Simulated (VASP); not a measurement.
# ZrN: single point with PBEsol

The system is ZrN.

```xyz
2
Lattice="0.0000 2.2768 2.2768 2.2768 0.0000 2.2768 2.2768 2.2768 0.0000" Properties=species:S:1:pos:R:3 pbc="T T T"
Zr    2.2768    2.2768    2.2768
N     0.0000    0.0000    0.0000
```

* Program: VASP 6.6.1
* Task: single point
* Functional: PBEsol
* Potentials or basis: VASP PAW PBE potentials, release 64 (Zr_sv, N)
* Cutoff: 600 eV
* k mesh: 9 × 9 × 9
* Occupations: gaussian, width 0.1 eV
* Spin: no spin polarisation
* Dipole correction: no
* Further INCAR settings: ALGO = Normal; EDIFF = 1e-06; NBANDS = 16

```json
{
  "Pressure": "0.0 GPa"
}
```

Levels at points of the mesh, in eV from the Fermi level:
```
           k point  band 5  band 6  band 7  band 8  band 9  band 10  band 11  band 12  band 13  band 14
(0.00, 0.00, 0.00)  -16.25   -2.62   -2.62   -2.62   -0.39    -0.39    -0.39     1.66     1.66     3.10
```

It took 15 s on 1 thread of Intel(R) Xeon(R) Platinum 8375C CPU @ 2.90GHz (Ice Lake), with other jobs on the host, peak memory 0.16 GiB.

Caveat: the PAW data sets were made with another functional, which shifts forces and pressure a little.
